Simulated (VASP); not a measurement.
Here is a VASP 6.6.1 calculation.

POSCAR

```
Re
1.0
    2.5300000000      0.0000000000      0.0000000000
    0.0000000000      2.5300000000      0.0000000000
    0.0000000000      0.0000000000      2.5300000000
Re
1
Direct
    0.0000000000      0.0000000000      0.0000000000
```

INCAR.step1

```
SYSTEM = Re
PREC     = Accurate       ! precision mode
ENCUT    = 600            ! plane-wave cutoff, eV
ISMEAR   = -1             ! smearing method
SIGMA    = 0.1            ! smearing width, eV
LREAL    = .FALSE.        ! projectors in reciprocal space
LASPH    = .TRUE.         ! aspherical terms in the spheres
NELM     = 80             ! most SCF steps
GGA      = PE             ! functional
ALGO     = Normal         ! electronic algorithm
EDIFF    = 1E-4           ! SCF threshold, eV
LWAVE    = .TRUE.         ! write WAVECAR
LCHARG   = .FALSE.        ! write CHGCAR
```

Contents of INCAR.step2:

```
SYSTEM = Re
PREC     = Accurate       ! precision mode
ENCUT    = 600            ! plane-wave cutoff, eV
EDIFF    = 1E-6           ! SCF threshold, eV
ISMEAR   = -1             ! smearing method
SIGMA    = 0.1            ! smearing width, eV
LREAL    = .FALSE.        ! projectors in reciprocal space
LASPH    = .TRUE.         ! aspherical terms in the spheres
NELM     = 80             ! most SCF steps
ALGO     = Normal         ! electronic algorithm
ISIF     = 3              ! what is computed and relaxed
LWAVE    = .FALSE.        ! write WAVECAR
LCHARG   = .FALSE.        ! write CHGCAR
METAGGA  = R2SCAN         ! meta-GGA
LMIXTAU  = .TRUE.       
IBRION   = 2              ! ionic algorithm
NSW      = 60             ! ionic steps
EDIFFG   = -0.03          ! ionic threshold
PSTRESS  = 400.0        
ISTART   = 1
```

Contents of KPOINTS:

```
regular mesh
0
G
  10 10 10
  0 0 0
```

Potentials or basis: VASP PAW PBE potentials, release 64 (Re).

The run is started by

```sh
$ cat potpaw_PBE.64/Re/POTCAR > POTCAR
$ cp INCAR.step1 INCAR
$ mpirun -np 1 vasp_std > vasp.out
$ cp INCAR.step2 INCAR
$ mpirun -np 1 vasp_std > vasp.out
```

(1) What does it give for the relaxed volume?

(2) What does it give for the space group after relaxing (to 0.1 Å)?

(3) What does it give for the relaxed cell?

(4) Estimate the band gap on the k mesh.

## Answers

(1) 15.00 Å³/atom.

(2) Pm-3m (No. 221).

(3) a = 2.466 Å, b = 2.466 Å, c = 2.466 Å, α = 90.00°, β = 90.00°, γ = 90.00°.

(4) zero (an odd number of electrons rules out a gap without spin polarisation).

Caveat: the cell is relaxed towards a set pressure, so the run minimises the enthalpy, not the energy; the PAW data sets were made with another functional, which shifts forces and pressure a little; spin-orbit coupling is left out, which moves the levels of the heavy elements.
